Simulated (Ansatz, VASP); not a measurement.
# Two plane-wave programs on NiO

```
Ni O
1.0
     0.00000    2.10062   -2.10062
     0.00000    2.10062    2.10062
     4.20006    0.00000    0.00000
Ni O
2 2
Cartesian
  0.0000 0.0000 0.0000
  2.1000 2.1006 0.0000
  2.1000 2.1006 2.1006
  4.2001 4.2012 2.1006
```

Alike in both runs: task single point; functional PBEsol; k mesh 10 × 10 × 6; occupations gaussian, width 0.02 eV; collinear spin; Hubbard terms Ni d U = 6.2 eV.

|  | VASP | Ansatz |
| --- | --- | --- |
| version | VASP 6.6.1 | Ansatz 0.2.0 |
| potentials or method | VASP PAW PBE potentials, release 64 (Ni, O), cutoff 600 eV | scalar-relativistic, plane waves, PAW |
| valence electrons in the cell | 32 | 48 |

```csv
,VASP,Ansatz,Ansatz less VASP
gap on the k mesh at the Fermi level (eV),2.43,2.12,-0.315
least direct gap on the mesh (eV),3.02,2.71,-0.312
pressure (GPa),-10.5,0.0,+10.46
net moment per atom (μB),0.00,0.00,0.000
size of the moment on the site where the two differ most (μB),1.83,1.72,-0.105
```

VASP's potentials were made for PBE, not for PBEsol. Site moments also hang on the region over which each program counts them. The programs project onto different local orbitals, so the same U acts differently, and such runs can settle in different states. VASP's potentials hold 32 valence electrons a cell and Ansatz's 48, so a difference there can come from the potentials and not from the codes.
